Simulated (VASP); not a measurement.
# BN (Fmm2) in VASP: a series of runs, part 2 of 3

VASP 6.6.1. Earlier steps stand in the parts before.

### 3 Single point, PBEsol

Contents of INCAR:

```
SYSTEM = BN
ALGO     = Normal         ! electronic algorithm
EDIFF    = 1E-7           ! SCF threshold, eV
ENCUT    = 520            ! plane-wave cutoff, eV
GGA      = PS             ! functional
ISIF     = 2              ! what is computed and relaxed
ISMEAR   = 0              ! smearing method
LASPH    = .True.         ! aspherical terms in the spheres
LCHARG   = .True.         ! write CHGCAR
LELF     = .True.         ! ELF
LREAL    = .False.        ! projectors in reciprocal space
LVHAR    = .True.       
LWAVE    = .False.        ! write WAVECAR
NBANDS   = 11             ! bands
NELM     = 80             ! most SCF steps
PREC     = Accurate       ! precision mode
SIGMA    = 0.02           ! smearing width, eV
```

Contents of KPOINTS:

```
k-points
0
Gamma
  14 14 14
  0 0 0
```

Contents of POSCAR:

```
BN
1.0
    0.0000000000      2.6958125282      2.1295432349
    1.2398078633      0.0000000000      2.1295432349
    1.2398078633      2.6958125282      0.0000000000
B N
1 1
Direct
    0.0005379144      0.0005379144      0.9994620856
    0.6661620756      0.6661620756      0.3338379244
```

Potentials or basis: VASP PAW PBE potentials, release 64 (B, N).

Run with:

```console
> cat potpaw_PBE.64/B/POTCAR potpaw_PBE.64/N/POTCAR > POTCAR
> mpirun -np 1 vasp_std > vasp.out
```

OUTCAR:

```text
SYSTEM = BN
   EDIFF = 1E-7
   ENCUT = 520
   GGA = PS
   ISIF = 2
   ISMEAR = 0
   LASPH = .True.
   LREAL = .False.
   NELM = 80
   PREC = Accurate

 ion  position               nearest neighbor table
   1  0.001  0.001  0.999-   2 1.42   2 1.43   2 1.43
   2  0.666  0.666  0.334-   1 1.42   1 1.43   1 1.43

  LATTYP: Found a face centered orthorhombic cell.
 ALAT       =     2.4796157266
 B/A-ratio  =     1.7176397230
 C/A-ratio  =     2.1743792792

  Lattice vectors:

 A1 = (   0.0000000000,   2.6958125282,   2.1295432349)
 A2 = (  -1.2398078633,   2.6958125282,   0.0000000000)
 A3 = (  -1.2398078633,   0.0000000000,   2.1295432349)

Analysis of symmetry for initial positions (statically):
=====================================================================
 Subroutine PRICEL returns:
 Original cell was already a primitive cell.

 Routine SETGRP: Setting up the symmetry group for a
 face centered orthorhombic supercell.

 Subroutine GETGRP returns: Found  4 space group operations
 (whereof  4 operations were pure point group operations)
 out of a pool of  8 trial point group operations.

The static configuration has the point symmetry C_2v.
[... 165 lines left out ...]
 cond. band min:       7.0288449065   @ k =   0.0000   0.5000   0.5000
 fundamental gap:      1.7617728347
 Fermi energy:         5.4494425398

 k-point     1 :       0.0000    0.0000    0.0000
  band No.  band energies     occupation
      1     -14.2002      2.00000
      2       1.7288      2.00000
      3       3.0930      2.00000
      4       3.1265      2.00000
      5      11.3821      0.00000
      6      16.0770      0.00000
      7      16.5150      0.00000
      8      18.1524      0.00000
      9      21.0813      0.00000
     10      30.7833      0.00000
     11      31.6950      0.00000
[... 309 lines left out ...]
 k-point    24 :       0.2857    0.1429    0.0000
  band No.  band energies     occupation
      1     -12.9017      2.00000
      2      -0.5225      2.00000
      3       0.9672      2.00000
      4       2.7225      2.00000
      5      13.2496      0.00000
      6      14.8270      0.00000
      7      16.7237      0.00000
      8      20.0670      0.00000
      9      23.7997      0.00000
     10      26.1012      0.00000
     11      31.7321      0.00000

 [... further k-points ...]
[... 5 lines left out ...]
  --------------------------------------------------------------------------------------
  -------------------------------------------------------------------------------------
  Total        1.8380424      1.7630076      1.8395456      0.0000000      0.0000000      0.0000000
  in kB      206.8738443    198.4285843    207.0430275      0.0000000      0.0000000      0.0000000
  external PRESSURE =     204.1151520 kB  Pullay stress =       0.0000000 kB

 VOLUME and BASIS-vectors are now :
 -----------------------------------------------------------------------------
  energy-cutoff  :      520.00
  volume of cell :       14.24
      direct lattice vectors                 reciprocal lattice vectors
     0.000000000  2.695812528  2.129543235    -0.403288296  0.185472838  0.234792134
     1.239807863  0.000000000  2.129543235     0.403288296 -0.185472838  0.234792134
     1.239807863  2.695812528  0.000000000     0.403288296  0.185472838 -0.234792134

 POSITION                                       TOTAL-FORCE (eV/Angst)
 -----------------------------------------------------------------------------------
      1.23981      2.69581      0.00229         0.000000      0.000000      0.001267
      1.23981      2.69581      2.83724         0.000000      0.000000     -0.001267
 -----------------------------------------------------------------------------------
    total drift:                                0.000002      0.000010      0.000018

  FREE ENERGIE OF THE ION-ELECTRON SYSTEM (eV)
  ---------------------------------------------------
  free  energy   TOTEN  =       -18.0970674190 eV

  energy  without entropy=      -18.0970674190  energy(sigma->0) =      -18.09706742
```

OSZICAR:

```text
N       E                     dE             d eps       ncg     rms          rms(c)
DAV:   1     0.111098186485E+02    0.11110E+02   -0.48505E+03  9603   0.707E+02
DAV:   2    -0.191564643073E+02   -0.30266E+02   -0.29146E+02 11047   0.166E+02
DAV:   3    -0.197847759425E+02   -0.62831E+00   -0.62743E+00 11526   0.212E+01
DAV:   4    -0.197858813681E+02   -0.11054E-02   -0.11054E-02 10205   0.986E-01
DAV:   5    -0.197858836443E+02   -0.22761E-05   -0.22761E-05 11327   0.413E-02    0.801E+00
DAV:   6    -0.182904697718E+02    0.14954E+01   -0.45338E+00 10708   0.121E+01    0.377E+00
DAV:   7    -0.181335519379E+02    0.15692E+00   -0.23424E-01 11199   0.363E+00    0.222E+00
DAV:   8    -0.180971490868E+02    0.36403E-01   -0.79885E-02 11213   0.187E+00    0.257E-01
DAV:   9    -0.180970267765E+02    0.12231E-03   -0.18247E-03 10175   0.368E-01    0.129E-01
DAV:  10    -0.180970638688E+02   -0.37092E-04   -0.16922E-04 10904   0.110E-01    0.181E-02
DAV:  11    -0.180970673403E+02   -0.34714E-05   -0.10426E-05 10714   0.233E-02    0.142E-02
DAV:  12    -0.180970673443E+02   -0.40347E-08   -0.25185E-06 10573   0.105E-02    0.538E-04
DAV:  13    -0.180970674190E+02   -0.74690E-07   -0.66615E-08  5481   0.242E-03
   1 F= -.18097067E+02 E0= -.18097067E+02  d E =-.637696E-41
```

Run time: 90 s. Hardware: 1 thread of Intel Xeon 8259CL, shared host; peak memory 0.18 GiB.

Results:

- Free energy: -18.0971 eV
- Pressure: 20.4 GPa
- Band gap on the k mesh: 1.76 eV (least direct gap 4.60 eV)

Levels at points of the mesh, in eV from the valence-band top:
```tsv
k point	band 2	band 3	band 4	band 5	band 6	band 7
(0.00, 0.00, 0.00)	-3.54	-2.17	-2.14	6.11	10.81	11.25
(0.50, 0.00, 0.00)	-10.14	-5.09	-1.93	3.61	9.51	14.30
(0.50, 0.50, 0.00)	-10.59	-5.07	-0.07	6.78	9.22	12.71
(0.50, 0.00, 0.50)	-8.70	-2.40	-2.10	10.52	10.89	11.42
(0.00, 0.50, 0.50)	-9.50	-5.43	-3.59	1.76	8.73	16.35
```

Caveat: the cell stands under pressure; the PAW data sets were made with another functional, which shifts forces and pressure a little. A k mesh can miss the band edges.

[end of part 2 of 3]
